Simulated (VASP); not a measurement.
Crystal: ZnSe.

```
CELL_PARAMETERS angstrom
0.00000 2.83380 2.83380
2.83380 0.00000 2.83380
2.83380 2.83380 0.00000
ATOMIC_POSITIONS crystal
Se 0.75000 0.75000 0.75000
Zn 0.00000 0.00000 0.00000
```

Program: VASP 6.6.1. Alike in all runs: task single point; potentials or basis VASP PAW PBE potentials, release 64 (Se, Zn); no spin polarisation; cell as given; cutoff (eV) 520; smearing fermi-dirac 0.05 eV.

Problem. Order these runs on this cell by their band gap on the k mesh, lowest first.
A. level r2SCAN0; k mesh 4 × 4 × 4; grid for exact exchange (PRECFOCK) Normal; share of exact exchange 0.25
B. level PBEsol-based screened hybrid with 25 % exact exchange; k mesh 4 × 4 × 4; grid for exact exchange (PRECFOCK) Normal; share of exact exchange 0.25; screening parameter 0.207 1/Å
C. level PBE; k mesh 6 × 6 × 6
D. level PBE-based screened hybrid with 15 % exact exchange; k mesh 5 × 5 × 5; grid for exact exchange (PRECFOCK) Normal; share of exact exchange 0.15; screening parameter 0.20787 1/Å
E. level PBE-based screened hybrid with 10 % exact exchange; k mesh 5 × 5 × 5; grid for exact exchange (PRECFOCK) Normal; share of exact exchange 0.1; screening parameter 0.20787 1/Å

Solution. C (1.29 eV), E (1.72 eV), D (1.95 eV), B (2.29 eV), A (3.49 eV).

Caveats: some runs use coarse meshes.
